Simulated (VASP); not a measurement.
# SiGe2 (Imma) in VASP: single point with PBE

Aim: the single point of SiGe2 with PBE.

Everything below comes from runs of VASP 6.6.1. Logs are shortened: lines on timing, memory, paths and dates and some standing lists are left out, and cuts for length are marked.

### Step 1. The cell of the first run

It takes space group Imma (No. 74, orthorhombic). The conventional cell has a = 3.995 Å, b = 4.007 Å, c = 16.919 Å, α = 90.00°, β = 90.00°, γ = 90.00°. Within 3.2 Å of Si (site symmetry mm2) lie 2 Si at 2.39 Å and 2 Ge at 2.44 Å. Within 3.2 Å of Ge (site symmetry mm2) lie 2 Si at 2.44 Å and 2 Ge at 2.47 Å. Ge (site symmetry mm2) has 4 Ge at 2.47 Å within 3.3 Å.

### Step 2. Single point, PBE

Contents of INCAR:

```
SYSTEM = SiGe2
PREC = Accurate ; ENCUT = 520
EDIFF = 1E-7 ; ISMEAR = 0
SIGMA = 0.2 ; LREAL = .False.
LASPH = .True. ; NELM = 80
ALGO = Normal ; ISIF = 2
LWAVE = .False. ; LCHARG = .False.
GGA = PE ; NBANDS = 41
```

Contents of KPOINTS:

```
Automatic mesh
0
Gamma
  6 6 6
  0 0 0
```

Contents of POSCAR:

```
SiGe2
1.0
   -2.0032811745      1.9973865883      8.4595301253
    2.0032811745     -1.9973865883      8.4595301253
    2.0032811745      1.9973865883     -8.4595301253
Si Ge
2 4
Direct
    0.2110517283      0.9610517283      0.2500000000
    0.7889482717      0.0389482717      0.7500000000
    0.1288875979      0.3788875979      0.7500000000
    0.5426813013      0.2926813013      0.2500000000
    0.8711124021      0.6211124021      0.2500000000
    0.4573186987      0.7073186987      0.7500000000
```

Potentials or basis: VASP PAW PBE potentials, release 64 (Si, Ge_d).

Run with:

```sh
$ cat potpaw_PBE.64/Si/POTCAR potpaw_PBE.64/Ge_d/POTCAR > POTCAR
$ mpirun -np 1 vasp_std > vasp.out
```

OUTCAR:

```text
SYSTEM = SiGe2
   PREC = Accurate
   ENCUT = 520
   EDIFF = 1E-7
   ISMEAR = 0
   LREAL = .False.
   LASPH = .True.
   NELM = 80
   ISIF = 2
   GGA = PE

 ion  position               nearest neighbor table
   1  0.211  0.961  0.250-   2 2.39   2 2.39   3 2.44   3 2.44
   2  0.789  0.039  0.750-   1 2.39   1 2.39   5 2.44   5 2.44
   3  0.129  0.379  0.750-   1 2.44   1 2.44   4 2.47   4 2.47
   4  0.543  0.293  0.250-   6 2.47   6 2.47   3 2.47   3 2.47
   5  0.871  0.621  0.250-   2 2.44   2 2.44   6 2.47   6 2.47
   6  0.457  0.707  0.750-   4 2.47   4 2.47   5 2.47   5 2.47

  LATTYP: Found a body centered orthorhombic cell.
 ALAT       =     3.9947731766
 B/A-ratio  =     1.0029511494
 C/A-ratio  =     4.2352993531

  Lattice vectors:

 A1 = (  -2.0032811745,  -1.9973865883,   8.4595301253)
 A2 = (   2.0032811745,   1.9973865883,   8.4595301253)
 A3 = (  -2.0032811745,   1.9973865883,  -8.4595301253)

Analysis of symmetry for initial positions (statically):
=====================================================================
 Subroutine PRICEL returns:
 Original cell was already a primitive cell.

 Routine SETGRP: Setting up the symmetry group for a
 body centered orthorhombic supercell.

 Subroutine GETGRP returns: Found  8 space group operations
 (whereof  4 operations were pure point group operations)
 out of a pool of  8 trial point group operations.

The static configuration has the point symmetry C_2h.
 The point group associated with its full space group is D_2h.

Analysis of symmetry for dynamics (positions and initial velocities):
=====================================================================
 Subroutine PRICEL returns:
 Original cell was already a primitive cell.

 Routine SETGRP: Setting up the symmetry group for a
 body centered orthorhombic supercell.

 Subroutine GETGRP returns: Found  8 space group operations
 (whereof  4 operations were pure point group operations)
 out of a pool of  8 trial point group operations.

The dynamic configuration has the point symmetry C_2h.
 The point group associated with its full space group is D_2h.

 Subroutine INISYM returns: Found  8 space group operations
 (whereof  4 operations are pure point group operations),
 and found     1 'primitive' translations

----------------------------------------------------------------------------------------

                                     Primitive cell

  volume of cell :     135.3974

  direct lattice vectors                    reciprocal lattice vectors
    -2.003281175  1.997386588  8.459530125     0.000000000  0.250327104  0.059104938
     2.003281175 -1.997386588  8.459530125     0.249590525  0.000000000  0.059104938
     2.003281175  1.997386588 -8.459530125     0.249590525  0.250327104  0.000000000

  length of vectors
     8.919996558  8.919996558  8.919996558     0.257210133  0.256493321  0.353495529

  position of ions in fractional coordinates (direct lattice)
     0.211051728  0.961051728  0.250000000
     0.788948272  0.038948272  0.750000000
     0.128887598  0.378887598  0.750000000
     0.542681301  0.292681301  0.250000000
     0.871112402  0.621112402  0.250000000
     0.457318699  0.707318699  0.750000000

  ion indices of the primitive-cell ions
   primitive index   ion index
                 1           1
                 2           2
                 3           3
                 4           4
                 5           5
                 6           6

----------------------------------------------------------------------------------------

 KPOINTS: Automatic mesh

Automatic generation of k-mesh.
 Grid dimensions read from file:
 generate k-points for:    6    6    6

 Generating k-lattice:

  Cartesian coordinates                     Fractional coordinates (reciprocal lattice)
     0.000000000  0.041721184  0.009850823     0.166666667  0.000000000 -0.000000000
     0.041598421  0.000000000  0.009850823     0.000000000  0.166666667  0.000000000
     0.041598421  0.041721184  0.000000000    -0.000000000  0.000000000  0.166666667

  Length of vectors
     0.042868356  0.042748887  0.058915922

  Shift w.r.t. Gamma in fractional coordinates (k-lattice)
     0.000000000  0.000000000  0.000000000

 Subroutine IBZKPT returns following result:
 ===========================================

 Found     46 irreducible k-points:

 Following reciprocal coordinates:
            Coordinates               Weight
  0.000000  0.000000  0.000000      1.000000
  0.166667 -0.000000  0.000000      4.000000
  0.333333 -0.000000  0.000000      4.000000
  0.500000 -0.000000  0.000000      2.000000
 -0.000000  0.166667  0.000000      4.000000
  0.166667  0.166667  0.000000      8.000000
[... 16 lines left out ...]
 -0.166667  0.166667  0.166667      2.000000
  0.166667  0.333333  0.166667      4.000000
 [... further k-points ...]
   k-points           NKPTS =     46   k-points in BZ     NKDIM =     46   number of bands    NBANDS=     41
   number of dos      NEDOS =    301   number of ions     NIONS =      6
   total plane-waves  NPLWV = 343000
   dimension x,y,z NGX =    70 NGY =   70 NGZ =   70
   dimension x,y,z NGXF=   140 NGYF=  140 NGZF=  140
   ions per type =               2   4
   NGX,Y,Z   is equivalent  to a cutoff of  13.05, 13.05, 13.05 a.u.
   NGXF,Y,Z  is equivalent  to a cutoff of  26.09, 26.09, 26.09 a.u.
 SYSTEM =  SiGe2
   PREC   = accura    normal or accurate (medium, high low for compatibility)
   ISTART =      0    job   : 0-new  1-cont  2-samecut
   ICHARG =      2    charge: 1-file 2-atom 10-const
   ISPIN  =      1    spin polarized calculation?
   LNONCOLLINEAR =      F non collinear calculations
   LSORBIT =      F    spin-orbit coupling
   LASPH  =      T    aspherical Exc in radial PAW
   ENCUT  =  520.0 eV  38.22 Ry    6.18 a.u.  16.59 16.59 16.59*2*pi/ulx,y,z
   NELM   =     80;   NELMIN=  2; NELMDL= -5     # of ELM steps
   EDIFF  = 0.1E-06   stopping-criterion for ELM
   LREAL  =      F    real-space projection
   EDIFFG = 0.1E-05   stopping-criterion for IOM
   NSW    =      0    number of steps for IOM
   IBRION =     -1    ionic relax: 0-MD 1-quasi-New 2-CG
   NFREE  =      0    steps in history (QN), initial steepest desc. (CG)
   ISIF   =      2    stress and relaxation
   ISYM   =      2    0-nonsym 1-usesym 2-fastsym
   POTIM  = 0.5000    time-step for ionic-motion
   TEBEG  =    0.0;   TEEND  =   0.0 temperature during run
   PSTRESS=    0.0 pullay stress
   NELECT =      64.0000    total number of electrons
   NUPDOWN=      -1.0000    fix difference up-down
   EMIN   =  10.00;   EMAX   =-10.00  energy-range for DOS
   EFERMI =   0.00;   METHOD = LEGACY
   ISMEAR =     0;   SIGMA  =   0.20  broadening in eV -4-tet -1-fermi 0-gaus
   EFERMI_NEDOS =   21; number of points for ismear=-14 and -15
   IALGO  =     38    algorithm
   IMIX   =      4    mixing-type and parameters
     AMIX     =   0.40;   BMIX     =  1.00
     AMIX_MAG =   1.60;   BMIX_MAG =  1.00
  volume/ion in A,a.u.               =      22.57       152.28
  Fermi-wavevector in a.u.,A,eV,Ry     =   1.275258  2.409888 22.126924  1.626283
  Thomas-Fermi vector in A             =   2.407980
   LORBIT       =      0    0 simple, 1 ext, 2 COOP (PROOUT), +10 PAW based schemes
   GGA     = PE    functional components
   LHFCALC =     F    Hartree Fock is set to
   AEXX    =    0.0000 exact exchange contribution
   IVDW    =     0    specifies the selected vdW correction
   LEPSILON=     F    determine dielectric tensor
   LRPA    =     F    only Hartree local field effects (RPA)
 non-spin polarized calculation
 Gauss-broadening in eV      SIGMA  =   0.20
  energy-cutoff  :      520.00
  volume of cell :      135.40
 maximum number of plane-waves:      3681
 NGX is ok and might be reduce to    70
   NGX = 33   NGY = 33   NGZ = 33

 number of electron      64.0000011 magnetization

 Free energy of the ion-electron system (eV)
  ---------------------------------------------------
  ext. energy  EPLUGINS =         0.00000000
  ---------------------------------------------------
  free energy    TOTEN  =       -28.79376450 eV

  energy without entropy =      -28.79221370  energy(sigma->0) =      -28.79298910

 E-fermi :   5.1037     XC(G=0):  -9.6081

 val. band max:        4.9366809598   @ k =   0.0000   0.0000   0.0000
 cond. band min:       5.3546069048   @ k =   0.0000   0.0000   0.0000
 fundamental gap:      0.4179259450
 Fermi energy:         5.1036798169

 k-point     1 :       0.0000    0.0000    0.0000
  band No.  band energies     occupation
      1     -19.7209      2.00000
      2     -19.7158      2.00000
      3     -19.6969      2.00000
      4     -19.6818      2.00000
      5     -19.6682      2.00000
      6     -19.6351      2.00000
[... 33 lines left out ...]
     40       7.5275      0.00000
     41      11.7742      0.00000

 k-point     2 :       0.1667   -0.0000    0.0000
  band No.  band energies     occupation
      1     -19.7226      2.00000
      2     -19.7225      2.00000
      3     -19.6961      2.00000
      4     -19.6751      2.00000
      5     -19.6608      2.00000
      6     -19.6350      2.00000
[... 33 lines left out ...]
     40       8.7956      0.00000
     41      10.1270      0.00000

 k-point     3 :       0.3333   -0.0000    0.0000
  band No.  band energies     occupation
      1     -19.7256      2.00000
      2     -19.7227      2.00000
      3     -19.6835      2.00000
      4     -19.6790      2.00000
      5     -19.6521      2.00000
      6     -19.6351      2.00000
[... 33 lines left out ...]
     40       9.4947      0.00000
     41      10.2253      0.00000

 k-point     4 :       0.5000   -0.0000    0.0000
  band No.  band energies     occupation
      1     -19.7271      2.00000
      2     -19.7160      2.00000
      3     -19.6885      2.00000
      4     -19.6636      2.00000
      5     -19.6552      2.00000
      6     -19.6352      2.00000
[... 825 lines left out ...]
     40      10.9606      0.00000
     41      11.7294      0.00000

 k-point    23 :      -0.1667    0.1667    0.1667
  band No.  band energies     occupation
      1     -19.7226      2.00000
      2     -19.7152      2.00000
      3     -19.7080      2.00000
      4     -19.6904      2.00000
      5     -19.6306      2.00000
      6     -19.6128      2.00000
[... 33 lines left out ...]
     40       9.5589      0.00000
     41       9.7771      0.00000

 k-point    24 :       0.1667    0.3333    0.1667
  band No.  band energies     occupation
      1     -19.7264      2.00000
      2     -19.7264      2.00000
      3     -19.6912      2.00000
      4     -19.6911      2.00000
      5     -19.5993      2.00000
      6     -19.5992      2.00000
[... 33 lines left out ...]
     40      10.9803      0.00000
     41      11.1719      0.00000

 [... further k-points ...]

------------------------ aborting loop because EDIFF is reached ----------------------------------------

  FORCE on cell =-STRESS in cart. coord.  units (eV):
  Direction    XX          YY          ZZ          XY          YZ          ZX
  --------------------------------------------------------------------------------------
  -------------------------------------------------------------------------------------
  Total       -0.1981976      0.0846148     -0.0788341      0.0000000      0.0000000      0.0000000
  in kB       -2.3453017      1.0012600     -0.9328559      0.0000000      0.0000000      0.0000000
  external PRESSURE =      -0.7589659 kB  Pullay stress =       0.0000000 kB

 VOLUME and BASIS-vectors are now :
 -----------------------------------------------------------------------------
  energy-cutoff  :      520.00
  volume of cell :      135.40
      direct lattice vectors                 reciprocal lattice vectors
    -2.003281175  1.997386588  8.459530125     0.000000000  0.250327104  0.059104938
     2.003281175 -1.997386588  8.459530125     0.249590525  0.000000000  0.059104938
     2.003281175  1.997386588 -8.459530125     0.249590525  0.250327104  0.000000000

 POSITION                                       TOTAL-FORCE (eV/Angst)
 -----------------------------------------------------------------------------------
      2.00328     -0.99869      7.80056         0.000000      0.000000     -0.053336
      0.00000      2.99608      0.65897        -0.000000      0.000000      0.053336
      2.00328      0.99869     -2.04911         0.000000      0.000000      0.024356
     -0.00000      0.99869      4.95189         0.000000      0.000000      0.023140
     -0.00000      0.99869     10.50864        -0.000000     -0.000000     -0.024356
      2.00328      0.99869      3.50764        -0.000000     -0.000000     -0.023140
 -----------------------------------------------------------------------------------
    total drift:                               -0.000000     -0.000000      0.000000

  FREE ENERGIE OF THE ION-ELECTRON SYSTEM (eV)
  ---------------------------------------------------
  free  energy   TOTEN  =       -28.7937644977 eV

  energy  without entropy=      -28.7922136983  energy(sigma->0) =      -28.79298910
```

It took 10 min on 1 thread of Intel Xeon 6975P-C (Granite Rapids), shared host; peak memory 0.75 GiB.

Results:

```
Free energy            : -28.7938 eV
Pressure               : -0.1 GPa
Largest force          : 0.053 eV/Å
Band gap on the k mesh : 0.42 eV
```

Forces in eV/Å, atoms in the order of the input:
```
Si   0.000  0.000 -0.053
Si   0.000  0.000  0.053
Ge   0.000  0.000  0.024
Ge   0.000  0.000  0.023
Ge   0.000  0.000 -0.024
Ge   0.000  0.000 -0.023
```

Stress tensor (GPa, compression positive):
```
-0.23  0.00  0.00
 0.00  0.10  0.00
 0.00  0.00 -0.09
```
